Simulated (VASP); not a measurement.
# HfSiO4 (P-4m2) in VASP: vibrations by perturbation theory with PBEsol

Aim: the vibrations by perturbation theory of HfSiO4 with PBEsol.

Program: VASP 6.6.1. These are calculated values, not measurements. Logs are shortened: lines on timing, memory, paths and dates and some standing lists are left out, and cuts for length are marked.

### 1 The cell of the first run

Symmetry: P-4m2, No. 115, tetragonal system. Conventional cell: a = 3.310 Å, b = 3.310 Å, c = 5.447 Å, α = 90.00°, β = 90.00°, γ = 90.00°. Hf (site symmetry -4m2) has 8 O at 1.94 to 2.58 Å within 2.6 Å. Si (site symmetry -4m2) has 8 O at 1.81 to 2.38 Å within 2.4 Å. Within 2.6 Å of O (site symmetry 2mm) lie 2 Hf at 1.94 Å and 2 Si at 2.38 Å and 5 O at 2.46 to 2.54 Å. O (site symmetry 2mm) has 2 Si at 1.81 Å within 2.4 Å.

### 2 Vibrations by perturbation theory, PBEsol

INCAR reads:

```
PREC = Accurate
ENCUT = 520
EDIFF = 1E-8
ISMEAR = 0
SIGMA = 0.01
LREAL = False
LASPH = True
NELM = 100
ALGO = Normal
ISIF = 2
LWAVE = False
LCHARG = False
GGA = PS
IBRION = 8
NSW = 1
LEPSILON = True
```

KPOINTS reads:

```
Automatic mesh
0
Gamma
  6 6 4
```

POSCAR reads:

```
HfSiO4
1.0
    3.3102851075      0.0000000000      0.0000000000
    0.0000000000      3.3102851075      0.0000000000
    0.0000000000      0.0000000000      5.4474877124
Hf Si O
1 1 4
Direct
    0.5000000000      0.5000000000      0.5000000000
    0.0000000000      0.0000000000      0.0000000000
    0.5000000000      0.0000000000      0.6851552822
    0.0000000000      0.5000000000      0.8638841121
    0.0000000000      0.5000000000      0.3148447178
    0.5000000000      0.0000000000      0.1361158879
```

Potentials or basis: VASP PAW PBE potentials, release 64 (Hf_pv, Si, O).

Started as:

```sh
$ cat potpaw_PBE.64/Hf_pv/POTCAR potpaw_PBE.64/Si/POTCAR potpaw_PBE.64/O/POTCAR > POTCAR
$ mpirun -np 1 vasp_std > vasp.out
```

OUTCAR:

```text
PREC = Accurate
   ENCUT = 520
   EDIFF = 1E-8
   ISMEAR = 0
   LREAL = False
   LASPH = True
   NELM = 100
   ISIF = 2
   GGA = PS
   IBRION = 8
   NSW = 1
   LEPSILON = True

 ion  position               nearest neighbor table
   1  0.500  0.500  0.500-   3 1.94   5 1.94   3 1.94   5 1.94   4 2.58   6 2.58   4 2.58   6 2.58

   2  0.000  0.000  0.000-   4 1.81   6 1.81   4 1.81   6 1.81   5 2.38   5 2.38   3 2.38   3 2.38

   3  0.500  0.000  0.685-   1 1.94   1 1.94   2 2.38   2 2.38
   4  0.000  0.500  0.864-   2 1.81   2 1.81   1 2.58   1 2.58
   5  0.000  0.500  0.315-   1 1.94   1 1.94   2 2.38   2 2.38
   6  0.500  0.000  0.136-   2 1.81   2 1.81   1 2.58   1 2.58

  LATTYP: Found a simple tetragonal cell.
 ALAT       =     3.3102851075
 C/A-ratio  =     1.6456249343

  Lattice vectors:

 A1 = (   3.3102851075,   0.0000000000,   0.0000000000)
 A2 = (   0.0000000000,   3.3102851075,   0.0000000000)
 A3 = (   0.0000000000,   0.0000000000,   5.4474877124)

Analysis of symmetry for initial positions (statically):
=====================================================================
 Subroutine PRICEL returns:
 Original cell was already a primitive cell.

 Routine SETGRP: Setting up the symmetry group for a
 simple tetragonal supercell.

 Subroutine GETGRP returns: Found  8 space group operations
[... 959 lines left out ...]
  2X     0.510565    0.000000    0.000000   -7.576736    0.000000    0.000000   -2.791159    0.000000    0.000000    2.006259    0.000000    0.000000   -0.067229    0.000000    0.000000    7.918299    0.000000    0.000000
  2Y     0.000000    0.510565    0.000000    0.000000   -7.576736    0.000000    0.000000   -0.067229    0.000000    0.000000    7.918299    0.000000    0.000000   -2.791159    0.000000    0.000000    2.006259    0.000000
  2Z     0.000000    0.000000   12.549978    0.000000    0.000000  -12.483675    0.000000    0.000000   -6.080293    0.000000    0.000000    6.047142    0.000000    0.000000   -6.080293    0.000000    0.000000    6.047142
  3X     0.891302    0.000000    0.000000   -2.785043    0.000000    0.000000   -1.558164    0.000000    0.000000    3.766944    0.000000    0.000000   -0.018028    0.000000    0.000000   -0.297011    0.000000    0.000000
  3Y     0.000000   23.502136    0.000000    0.000000   -0.060400    0.000000    0.000000  -30.818944    0.000000    0.000000    6.691221    0.000000    0.000000   -0.016903    0.000000    0.000000    0.702890    0.000000
  3Z     0.000000    0.000000   13.064618    0.000000    0.000000   -6.069779    0.000000    0.000000  -18.342476    0.000000    0.000000    2.077480    0.000000    0.000000    2.118570    0.000000    0.000000    7.151587
  4X    -1.568817    0.000000    0.000000    2.009926    0.000000    0.000000    3.766996    0.000000    0.000000   -7.521832    0.000000    0.000000    0.700460    0.000000    0.000000    2.613267    0.000000    0.000000
  4Y     0.000000    0.736043    0.000000    0.000000    7.925382    0.000000    0.000000    6.691837    0.000000    0.000000  -17.672380    0.000000    0.000000   -0.294198    0.000000    0.000000    2.613316    0.000000
  4Z     0.000000    0.000000   -4.182989    0.000000    0.000000    6.040211    0.000000    0.000000    2.071714    0.000000    0.000000  -12.549142    0.000000    0.000000    7.150746    0.000000    0.000000    1.469460
  5X    23.502136    0.000000    0.000000   -0.060400    0.000000    0.000000   -0.016903    0.000000    0.000000    0.702890    0.000000    0.000000  -30.818944    0.000000    0.000000    6.691221    0.000000    0.000000
  5Y     0.000000    0.891302    0.000000    0.000000   -2.785043    0.000000    0.000000   -0.018028    0.000000    0.000000   -0.297011    0.000000    0.000000   -1.558164    0.000000    0.000000    3.766944    0.000000
  5Z     0.000000    0.000000   13.064618    0.000000    0.000000   -6.069779    0.000000    0.000000    2.118570    0.000000    0.000000    7.151587    0.000000    0.000000  -18.342476    0.000000    0.000000    2.077480
  6X     0.736043    0.000000    0.000000    7.925382    0.000000    0.000000   -0.294198    0.000000    0.000000    2.613316    0.000000    0.000000    6.691837    0.000000    0.000000  -17.672380    0.000000    0.000000
  6Y     0.000000   -1.568817    0.000000    0.000000    2.009926    0.000000    0.000000    0.700460    0.000000    0.000000    2.613267    0.000000    0.000000    3.766996    0.000000    0.000000   -7.521832    0.000000
  6Z     0.000000    0.000000   -4.182989    0.000000    0.000000    6.040211    0.000000    0.000000    7.150746    0.000000    0.000000    1.469460    0.000000    0.000000    2.071714    0.000000    0.000000  -12.549142

 Eigenvectors and eigenvalues of the dynamical matrix
 ----------------------------------------------------

   1 f  =   23.141102 THz   145.399829 2PiTHz  771.904061 cm-1    95.703863 meV
             X         Y         Z           dx          dy          dz
      1.655143  1.655143  2.723744    -0.002415    0.191262   -0.000000
      0.000000  0.000000  0.000000     0.000941   -0.074501   -0.000000
      1.655143  0.000000  3.732375     0.000036   -0.905071   -0.000000
      0.000000  1.655143  4.705998     0.000057    0.372191   -0.000000
      0.000000  1.655143  1.715113     0.011428   -0.002885   -0.000000
      1.655143  0.000000  0.741490    -0.004699   -0.004489   -0.000000
[... 145 lines left out ...]
  18 f/i=    3.326196 THz    20.899108 2PiTHz  110.949965 cm-1    13.756036 meV
             X         Y         Z           dx          dy          dz
      1.655143  1.655143  2.723744     0.041766    0.097745    0.000000
      0.000000  0.000000  0.000000     0.170940    0.400049    0.000000
      1.655143  0.000000  3.732375    -0.330914    0.042669    0.000000
      0.000000  1.655143  4.705998    -0.103701    0.124677    0.000000
      0.000000  1.655143  1.715113     0.018232   -0.774435    0.000000
      1.655143  0.000000  0.741490     0.053274   -0.242691    0.000000

--------------------------------------------------------------------------------------------------------

 MACROSCOPIC STATIC DIELECTRIC TENSOR IONIC CONTRIBUTION
 ------------------------------------------------------
           6.445726     0.000000    -0.000000
           0.000000     6.445726     0.000000
          -0.000000     0.000000    20.521825
 ------------------------------------------------------

 ELASTIC MODULI CONTR FROM IONIC RELAXATION (kBar)
 Direction    XX          YY          ZZ          XY          YZ          ZX
 --------------------------------------------------------------------------------
 XX       -2425.5259   1613.7149   -532.0986      0.0000      0.0000     -0.0000
 YY        1613.7149  -2425.5259   -532.0986      0.0000      0.0000      0.0000
 ZZ        -532.0986   -532.0986  -1736.0235      0.0000      0.0000      0.0000
 XY           0.0000      0.0000      0.0000      0.0000      0.0000      0.0000
 YZ           0.0000      0.0000      0.0000      0.0000  -1406.2371      0.0000
 ZX          -0.0000      0.0000      0.0000      0.0000      0.0000  -1497.1194
 --------------------------------------------------------------------------------

 PIEZOELECTRIC TENSOR IONIC CONTR  for field in x, y, z        (C/m^2)
          XX          YY          ZZ          XY          YZ          ZX
  --------------------------------------------------------------------------------
  x    -0.00000     0.00000     0.00000     0.00000    -0.00000    -1.07539
  y     0.00000    -0.00000    -0.00000     0.00000     1.11083    -0.00000
  z     1.06793    -1.06793    -0.00000     0.00000     0.00000     0.00000
```

OSZICAR:

```text
N       E                     dE             d eps       ncg     rms          rms(c)
DAV:   1     0.216405109771E+03    0.21641E+03   -0.22153E+04  1388   0.161E+03
DAV:   2    -0.495622028548E+02   -0.26597E+03   -0.26085E+03  1712   0.366E+02
DAV:   3    -0.603664449839E+02   -0.10804E+02   -0.10782E+02  1779   0.747E+01
DAV:   4    -0.604581078572E+02   -0.91663E-01   -0.91614E-01  1702   0.771E+00
[... 327 lines left out ...]
RMM:   9    -0.375839795529E+00    0.30189E-05   -0.10018E-08  3841   0.494E-04    0.222E-04
RMM:  10    -0.375840427178E+00   -0.63165E-06    0.11497E-08  3859   0.170E-04    0.829E-05
RMM:  11    -0.375840691411E+00   -0.26423E-06    0.27955E-09  3929   0.905E-05    0.110E-05
RMM:  12    -0.375840672356E+00    0.19055E-07    0.25810E-09  4031   0.560E-05    0.397E-06
RMM:  13    -0.375840673273E+00   -0.91692E-09    0.42744E-09  3655   0.475E-05    0.158E-06
 Linear response finished
```

stdout:

```text
POSCAR found type information on POSCAR HfSiO
 POSCAR found :  3 types and       6 ions
 scaLAPACK will be used
 -----------------------------------------------------------------------------
|                                                                             |
|                                                                             |
|     You enforced a specific xc type in the INCAR file but a different       |
[... 119 lines left out ...]
 force on displaced ion       4 direction 2 :   0.000 -17.672   0.001
 Born effective charge ion    4 direction 2 :   0.000  -2.621  -0.000
 Linear response progress:
 first order change of Fermi-energy   0.43939E+00
 force on displaced ion       4 direction 3 :   0.000   0.000 -12.549
 Born effective charge ion    4 direction 3 :   0.000   0.000  -2.259
 Born effective charges drift removed
 Linear response finished
```

Wall time 32 min (1 thread of AMD EPYC 7R43 (Zen 3), shared host); peak memory 0.41 GiB.

What came out:

| Property | Result |
| --- | --- |
| Electronic dielectric tensor (diagonal) | 4.90, 4.90, 4.82 |
| Born charges (mean of the diagonal) | Hf +4.88; Si +4.47; O -2.52, -2.16 e |
| Highest phonon frequency at Γ, LO-TO splitting left out | 772 cm⁻¹ |
| Most unstable mode | 111i cm⁻¹ |

Phonon frequencies in cm⁻¹ (negative: imaginary):
| q point | frequencies |
| --- | --- |
| (0.000, 0.000, 0.000) | -111 -111 0 0 0 156 156 224 303 417 417 437 554 554 629 699 772 772 |

Electronic dielectric tensor:
```
4.90 0.00 0.00
0.00 4.90 0.00
0.00 0.00 4.82
```

Born effective charge tensors (e):
atom 1, Hf
```
5.14 0.00 0.00
0.00 5.14 0.00
0.00 0.00 4.35
```
atom 2, Si
```
4.36 0.00 0.00
0.00 4.36 0.00
0.00 0.00 4.68
```
atom 3, O
```
-1.73  0.00  0.00
 0.00 -3.56  0.00
 0.00  0.00 -2.25
```
atom 4, O
```
-1.59  0.00  0.00
 0.00 -2.62  0.00
 0.00  0.00 -2.26
```
atom 5, O
```
-3.56  0.00  0.00
 0.00 -1.73  0.00
 0.00  0.00 -2.25
```
atom 6, O
```
-2.62  0.00  0.00
 0.00 -1.59  0.00
 0.00  0.00 -2.26
```

Caveat: the cell wasn't relaxed at this level first, which shifts response properties; some modes are imaginary; spin-orbit coupling is left out, which moves the levels of the heavy elements.
